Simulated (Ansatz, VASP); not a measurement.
**Os in VASP and in Ansatz**

```
Os
1.0
     2.67829    0.00000    0.00000
    -1.33914    2.31946    0.00000
     0.00000    0.00000    4.23152
Os
2
Direct
  0.66667 0.33333 0.75000
  0.33333 0.66667 0.25000
```

Alike in both runs: task single point; functional SVWN5; k mesh 11 × 11 × 6; occupations fermi-dirac, width 0.05 eV; no spin polarisation.

```csv
,VASP,Ansatz
version,VASP 6.6.1,Ansatz 0.2.0
potentials or method,"VASP PAW PBE potentials, release 64 (Os)",Ansatz PAW
plane-wave cutoff (eV),520,420
valence electrons in the cell,16,32
```

|  | VASP | Ansatz | Ansatz less VASP |
| --- | --- | --- | --- |
| gap on the k mesh at the Fermi level (eV) | none | none | - |
| pressure (GPa) | 22.4 | 20.4 | -2.03 |
| traceless stress, the component that is largest in VASP (GPa) | 1.00 | 1.06 | +0.059 |

VASP's potentials were made for PBE, not for SVWN5. A gap of «none» marks a metal or a gap that the smearing closes. VASP's potentials hold 16 valence electrons a cell and Ansatz's 32, so a difference there can come from the potentials and not from the codes.

Spin-orbit coupling is off throughout.
